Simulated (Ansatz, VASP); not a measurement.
Two plane-wave programs on Os2F

```xyz
3
Lattice="1.3718 0.7920 6.1656 -1.3718 0.7920 6.1656 0.0000 -1.5840 6.1656" Properties=species:S:1:pos:R:3 pbc="T T T"
Os    0.0000    0.0000   14.4250
Os    0.0000    0.0000    4.0718
F     0.0000    0.0000    0.0000
```

Alike in both runs: functional PBE; k mesh 6 × 6 × 6; occupations gaussian, width 0.1 eV; no spin polarisation.

Ansatz relaxed the structure, and its values are those at the end. VASP's run is a single point on that final structure, the one shown.

```csv
,VASP,Ansatz
version,VASP 6.6.1,Ansatz 0.2.0
potentials or method,"VASP PAW PBE potentials, release 64 (Os, F), cutoff 520 eV","scalar-relativistic, plane waves, PAW"
valence electrons in the cell,23,39
```

Ansatz gave:

```
gap on the k mesh at the Fermi level (eV) : none
pressure (GPa)                            : 0.0
rms of the force components (eV/Å)        : 0.012
```

Question: What did VASP give for the same quantities?

Answer: gap on the k mesh at the Fermi level (eV): none; pressure (GPa): -0.4; rms of the force components (eV/Å): 0.000.

A gap of «none» marks a metal or a gap that the smearing closes. VASP's potentials hold 23 valence electrons a cell and Ansatz's 39, so a difference there can come from the potentials and not from the codes.

The k mesh is coarse, so the values compare programs but aren't converged. Spin-orbit coupling is off throughout.
